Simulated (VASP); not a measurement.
# O (Fmmm) in VASP: further runs

The runs below take O through single point, with LDA.

Everything below comes from runs of VASP 6.6.1. Logs are shortened: lines on timing, memory, paths and dates and some standing lists are left out, and cuts for length are marked.

**1. The cell of the first run**

It takes space group Fmmm (No. 69, orthorhombic). Conventional cell: a = 3.126 Å, b = 3.146 Å, c = 6.607 Å, α = 90.00°, β = 90.00°, γ = 90.00°. O (site symmetry mm2) has 1 O at 1.07 Å within 1.4 Å.

**2. Single point, LDA (8.12 Å³/atom)**

Input file INCAR:

```
PREC = Accurate
ENCUT = 520
EDIFF = 1E-6
ISMEAR = 0
SIGMA = 0.15
LREAL = False
LASPH = True
NELM = 100
ALGO = Normal
ISIF = 2
LWAVE = False
LCHARG = False
NBANDS = 13
```

Input file KPOINTS:

```
Automatic mesh
0
Gamma
  22 22 22
```

Input file POSCAR:

```
O
1.0
    0.0000000000      1.5730658072      3.3035583267
    1.5629105221      0.0000000000      3.3035583267
    1.5629105221      1.5730658072      0.0000000000
O
2
Direct
    0.0808467867      0.0808467867      0.9191532133
    0.9191532133      0.9191532133      0.0808467867
```

Potentials or basis: VASP PAW LDA potentials, release 64 (O).

Launch:

```sh
cat potpaw_LDA.64/O/POTCAR > POTCAR
mpirun -np 1 vasp_std > vasp.out
```

OUTCAR:

```text
PREC = Accurate
   ENCUT = 520
   EDIFF = 1E-6
   ISMEAR = 0
   LREAL = False
   LASPH = True
   NELM = 100
   ISIF = 2

 ion  position               nearest neighbor table
   1  0.081  0.081  0.919-   2 1.07
   2  0.919  0.919  0.081-   1 1.07

  LATTYP: Found a face centered orthorhombic cell.
 ALAT       =     3.1258210442
 B/A-ratio  =     1.0064976753
 C/A-ratio  =     2.1137219822

  Lattice vectors:

 A1 = (   0.0000000000,   1.5730658072,   3.3035583267)
 A2 = (   1.5629105221,   0.0000000000,   3.3035583267)
 A3 = (   1.5629105221,   1.5730658072,   0.0000000000)

Analysis of symmetry for initial positions (statically):
=====================================================================
 Subroutine PRICEL returns:
 Original cell was already a primitive cell.

 Routine SETGRP: Setting up the symmetry group for a
 face centered orthorhombic supercell.

 Subroutine GETGRP returns: Found  8 space group operations
 (whereof  8 operations were pure point group operations)
 out of a pool of  8 trial point group operations.

The static configuration has the point symmetry D_2h.

Analysis of symmetry for dynamics (positions and initial velocities):
=====================================================================
 Subroutine PRICEL returns:
 Original cell was already a primitive cell.

 Routine SETGRP: Setting up the symmetry group for a
 face centered orthorhombic supercell.

 Subroutine GETGRP returns: Found  8 space group operations
 (whereof  8 operations were pure point group operations)
 out of a pool of  8 trial point group operations.

The dynamic configuration has the point symmetry D_2h.

 Subroutine INISYM returns: Found  8 space group operations
 (whereof  8 operations are pure point group operations),
 and found     1 'primitive' translations

----------------------------------------------------------------------------------------

                                     Primitive cell

  volume of cell :      16.2440

  direct lattice vectors                    reciprocal lattice vectors
     0.000000000  1.573065807  3.303558327    -0.319915947  0.317850657  0.151351952
     1.562910522  0.000000000  3.303558327     0.319915947 -0.317850657  0.151351952
     1.562910522  1.573065807  0.000000000     0.319915947  0.317850657 -0.151351952

  length of vectors
     3.658966200  3.654611733  2.217481755     0.475691777  0.475691777  0.475691777

  position of ions in fractional coordinates (direct lattice)
     0.080846787  0.080846787  0.919153213
     0.919153213  0.919153213  0.080846787

  ion indices of the primitive-cell ions
   primitive index   ion index
                 1           1
                 2           2

----------------------------------------------------------------------------------------

 KPOINTS: Automatic mesh

Automatic generation of k-mesh.
 Grid dimensions read from file:
 generate k-points for:   22   22   22

 Generating k-lattice:

  Cartesian coordinates                     Fractional coordinates (reciprocal lattice)
    -0.014541634  0.014447757  0.006879634     0.045454545 -0.000000000 -0.000000000
     0.014541634 -0.014447757  0.006879634     0.000000000  0.045454545  0.000000000
     0.014541634  0.014447757 -0.006879634     0.000000000  0.000000000  0.045454545

  Length of vectors
     0.021622353  0.021622353  0.021622353

  Shift w.r.t. Gamma in fractional coordinates (k-lattice)
     0.000000000  0.000000000  0.000000000

 Subroutine IBZKPT returns following result:
 ===========================================

 Found   1530 irreducible k-points:

 Following reciprocal coordinates:
            Coordinates               Weight
  0.000000  0.000000  0.000000      1.000000
  0.045455 -0.000000 -0.000000      8.000000
  0.090909 -0.000000 -0.000000      8.000000
  0.136364 -0.000000 -0.000000      8.000000
  0.181818 -0.000000  0.000000      8.000000
  0.227273 -0.000000 -0.000000      8.000000
[... 16 lines left out ...]
  0.500000  0.045455 -0.000000      8.000000
 -0.454545  0.045455  0.000000      8.000000
 [... further k-points ...]
   k-points           NKPTS =   1530   k-points in BZ     NKDIM =   1530   number of bands    NBANDS=     13
   number of dos      NEDOS =    301   number of ions     NIONS =      2
   total plane-waves  NPLWV =  12544
   dimension x,y,z NGX =    28 NGY =   28 NGZ =   16
   dimension x,y,z NGXF=    56 NGYF=   56 NGZF=   32
   ions per type =               2
   NGX,Y,Z   is equivalent  to a cutoff of  12.72, 12.74, 12.00 a.u.
   NGXF,Y,Z  is equivalent  to a cutoff of  25.44, 25.47, 23.99 a.u.
 SYSTEM =  unknown system
   PREC   = accura    normal or accurate (medium, high low for compatibility)
   ISTART =      0    job   : 0-new  1-cont  2-samecut
   ICHARG =      2    charge: 1-file 2-atom 10-const
   ISPIN  =      1    spin polarized calculation?
   LNONCOLLINEAR =      F non collinear calculations
   LSORBIT =      F    spin-orbit coupling
   LASPH  =      T    aspherical Exc in radial PAW
   ENCUT  =  520.0 eV  38.22 Ry    6.18 a.u.   6.80  6.80  4.12*2*pi/ulx,y,z
   NELM   =    100;   NELMIN=  2; NELMDL= -5     # of ELM steps
   EDIFF  = 0.1E-05   stopping-criterion for ELM
   LREAL  =      F    real-space projection
   EDIFFG = 0.1E-04   stopping-criterion for IOM
   NSW    =      0    number of steps for IOM
   IBRION =     -1    ionic relax: 0-MD 1-quasi-New 2-CG
   NFREE  =      0    steps in history (QN), initial steepest desc. (CG)
   ISIF   =      2    stress and relaxation
   ISYM   =      2    0-nonsym 1-usesym 2-fastsym
   POTIM  = 0.5000    time-step for ionic-motion
   TEBEG  =    0.0;   TEEND  =   0.0 temperature during run
   PSTRESS=    0.0 pullay stress
   NELECT =      12.0000    total number of electrons
   NUPDOWN=      -1.0000    fix difference up-down
   EMIN   =  10.00;   EMAX   =-10.00  energy-range for DOS
   EFERMI =   0.00;   METHOD = LEGACY
   ISMEAR =     0;   SIGMA  =   0.15  broadening in eV -4-tet -1-fermi 0-gaus
   EFERMI_NEDOS =   21; number of points for ismear=-14 and -15
   IALGO  =     38    algorithm
   IMIX   =      4    mixing-type and parameters
     AMIX     =   0.40;   BMIX     =  1.00
     AMIX_MAG =   1.60;   BMIX_MAG =  1.00
  volume/ion in A,a.u.               =       8.12        54.81
  Fermi-wavevector in a.u.,A,eV,Ry     =   1.479918  2.796639 29.798890  2.190157
  Thomas-Fermi vector in A             =   2.594016
   LORBIT       =      0    0 simple, 1 ext, 2 COOP (PROOUT), +10 PAW based schemes
   GGA     = CA    functional components
   LHFCALC =     F    Hartree Fock is set to
   AEXX    =    0.0000 exact exchange contribution
   IVDW    =     0    specifies the selected vdW correction
   LEPSILON=     F    determine dielectric tensor
   LRPA    =     F    only Hartree local field effects (RPA)
 non-spin polarized calculation
 Gauss-broadening in eV      SIGMA  =   0.15
  energy-cutoff  :      520.00
  volume of cell :       16.24
 maximum number of plane-waves:       454
   NGX = 13   NGY = 13   NGZ =  9

 number of electron      12.0000005 magnetization

 Free energy of the ion-electron system (eV)
  ---------------------------------------------------
  ext. energy  EPLUGINS =         0.00000000
  ---------------------------------------------------
  free energy    TOTEN  =        -9.70937610 eV

  energy without entropy =       -9.70171692  energy(sigma->0) =       -9.70554651

 E-fermi :   4.0720     XC(G=0): -11.8387

 val. band max:        4.0702512547   @ k =   0.3182   0.0909   0.2273
 cond. band min:       4.0739808334   @ k =  -0.1364   0.2727   0.2727
 fundamental gap:      0.0037295787
 Fermi energy:         4.0719967234

 k-point     1 :       0.0000    0.0000    0.0000
  band No.  band energies     occupation
      1     -28.8609      2.00000
      2     -10.5745      2.00000
      3      -7.6726      2.00000
      4      -3.6819      2.00000
      5      -3.6612      2.00000
      6       5.8426      0.00000
      7       5.8636      0.00000
      8      14.8255      0.00000
      9      17.6138      0.00000
     10      19.0334      0.00000
     11      23.5607      0.00000
     12      26.3752      0.00000
     13      30.3658      0.00000

 k-point     2 :       0.0455   -0.0000   -0.0000
  band No.  band energies     occupation
      1     -28.8423      2.00000
      2     -10.5673      2.00000
      3      -7.6473      2.00000
      4      -3.7657      2.00000
      5      -3.6607      2.00000
      6       5.7431      0.00000
      7       5.8664      0.00000
      8      14.9233      0.00000
      9      17.5829      0.00000
     10      19.0892      0.00000
     11      23.6479      0.00000
     12      26.4293      0.00000
     13      30.2803      0.00000

 k-point     3 :       0.0909   -0.0000   -0.0000
  band No.  band energies     occupation
      1     -28.7862      2.00000
      2     -10.5441      2.00000
      3      -7.5811      2.00000
      4      -4.0228      2.00000
      5      -3.6322      2.00000
      6       5.4318      0.00000
      7       5.9024      0.00000
      8      15.1972      0.00000
      9      17.5089      0.00000
     10      19.2434      0.00000
     11      23.8957      0.00000
     12      26.5748      0.00000
     13      30.0437      0.00000
[... 305 lines left out ...]
 k-point    23 :       0.5000    0.0455   -0.0000
  band No.  band energies     occupation
      1     -27.8385      2.00000
      2      -9.9325      2.00000
      3      -8.9568      2.00000
      4      -4.8366      2.00000
      5      -3.1699      2.00000
      6       1.4118      2.00000
      7       6.4885      0.00000
      8      16.0965      0.00000
      9      20.6972      0.00000
     10      21.4600      0.00000
     11      22.5848      0.00000
     12      24.2856      0.00000
     13      31.8450      0.00000

 k-point    24 :      -0.4545    0.0455    0.0000
  band No.  band energies     occupation
      1     -27.8166      2.00000
      2      -9.8762      2.00000
      3      -9.0214      2.00000
      4      -4.8506      2.00000
      5      -3.1566      2.00000
      6       1.3000      2.00000
      7       6.4946      0.00000
      8      16.2054      0.00000
      9      20.6626      0.00000
     10      21.8879      0.00000
     11      22.4075      0.00000
     12      23.9600      0.00000
     13      31.7424      0.00000

 [... further k-points ...]
[... 5 lines left out ...]
  --------------------------------------------------------------------------------------
  -------------------------------------------------------------------------------------
  Total        0.8142870      0.8085202     22.6987393      0.0000000      0.0000000      0.0000000
  in kB       80.3147110     79.7459240   2238.8208256      0.0000000      0.0000000      0.0000000
  external PRESSURE =     799.6271535 kB  Pullay stress =       0.0000000 kB

 VOLUME and BASIS-vectors are now :
 -----------------------------------------------------------------------------
  energy-cutoff  :      520.00
  volume of cell :       16.24
      direct lattice vectors                 reciprocal lattice vectors
     0.000000000  1.573065807  3.303558327    -0.319915947  0.317850657  0.151351952
     1.562910522  0.000000000  3.303558327     0.319915947 -0.317850657  0.151351952
     1.562910522  1.573065807  0.000000000     0.319915947  0.317850657 -0.151351952

 POSITION                                       TOTAL-FORCE (eV/Angst)
 -----------------------------------------------------------------------------------
      1.56291      1.57307      0.53416         0.000000      0.000000     20.605589
      1.56291      1.57307      6.07295         0.000000      0.000000    -20.605589
 -----------------------------------------------------------------------------------
    total drift:                               -0.000000     -0.000000      0.000000

  FREE ENERGIE OF THE ION-ELECTRON SYSTEM (eV)
  ---------------------------------------------------
  free  energy   TOTEN  =        -9.7093761007 eV

  energy  without entropy=       -9.7017169231  energy(sigma->0) =       -9.70554651
```

Wall time 1.8 min (1 thread of Intel Xeon 6975P-C (Granite Rapids), shared host); peak memory 0.33 GiB.

What came out:

```yaml
Free_energy: -9.7094 eV
Pressure: 80.0 GPa
Largest_force: 20.606 eV/Å
Band_gap_on_the_k_mesh: zero (bands 6 and 7 overlap by 3.66 eV)
```

Forces on the atoms (eV/Å):
```
O     0.000   0.000  20.606
O     0.000   0.000 -20.606
```

Stress tensor (GPa, compression positive):
```
  8.03   0.00   0.00
  0.00   7.97   0.00
  0.00   0.00 223.88
```

Caveat: the standard files for N, O and F lose accuracy on very short bonds; spin is off for a triplet molecule; the stress differs along the axes, from 8 to 224 GPa; forces of over 1 eV/Å act on the atoms, so gaps and moduli don't describe the material at rest.

**3. Single point, LDA (8.64 Å³/atom)**

This run uses another cell than the first one, of 8.64 Å³/atom.

Input file INCAR:

```
SYSTEM = O
PREC = Accurate
ENCUT = 520
EDIFF = 1E-6
ISMEAR = 0
SIGMA = 0.15
LREAL = .False.
LASPH = .True.
NELM = 80
ALGO = Normal
ISIF = 2
LWAVE = .False.
LCHARG = .False.
NBANDS = 13
```

Input file KPOINTS:

```
Automatic mesh
0
Gamma
  22 22 22
  0 0 0
```

Input file POSCAR:

```
O
1.0
    0.0000000000      1.5424671186      3.6542154232
    1.5325093703      0.0000000000      3.6542154232
    1.5325093703      1.5424671186      0.0000000000
O
2
Direct
    0.0808467867      0.0808467867      0.9191532133
    0.9191532133      0.9191532133      0.0808467867
```

Potentials or basis: VASP PAW LDA potentials, release 64 (O).

Launch:

```sh
cat potpaw_LDA.64/O/POTCAR > POTCAR
mpirun -np 1 vasp_std > vasp.out
```

It took 2.2 min on 1 thread of Intel Xeon 6975P-C (Granite Rapids), shared host; peak memory 0.34 GiB.

It converged, with:

* Free energy: -10.9095 eV
* Pressure: 21.5 GPa
* Largest force: 2.996 eV/Å
* Band gap on the k mesh: zero (bands 6 and 7 overlap by 3.87 eV)

Forces in eV/Å, atoms in the order of the input:
```
O    0.000  0.000  2.996
O    0.000  0.000 -2.996
```

Stress tensor (GPa, compression positive):
```
15.70  0.00  0.00
 0.00 15.77  0.00
 0.00  0.00 33.02
```

Levels at points of the mesh, in eV from the Fermi level:
```
           k point  band 2  band 3  band 4  band 5  band 6  band 7  band 8  band 9  band 10  band 11
(0.00, 0.00, 0.00)  -15.11  -10.04   -4.86   -4.84    2.03    2.05   11.32   12.00    12.74    21.04
(0.50, 0.00, 0.00)  -13.62  -11.22   -7.56   -4.21   -3.04    2.63   10.06   16.21    16.51    19.90
(0.50, 0.50, 0.00)  -16.16   -8.08   -4.93   -4.90    2.19    2.21    6.56   11.95    15.55    20.62
(0.50, 0.00, 0.50)  -11.85   -9.69   -9.46   -6.23   -1.92   -1.45   10.60   11.65    18.34    18.70
(0.00, 0.50, 0.50)  -11.86   -9.63   -9.52   -6.21   -1.98   -1.40   10.59   11.62    18.33    18.88
```

Caveat: the standard files for N, O and F lose accuracy on very short bonds; spin is off for a triplet molecule; the stress differs along the axes, from 16 to 33 GPa; forces of over 1 eV/Å act on the atoms, so gaps and moduli don't describe the material at rest.
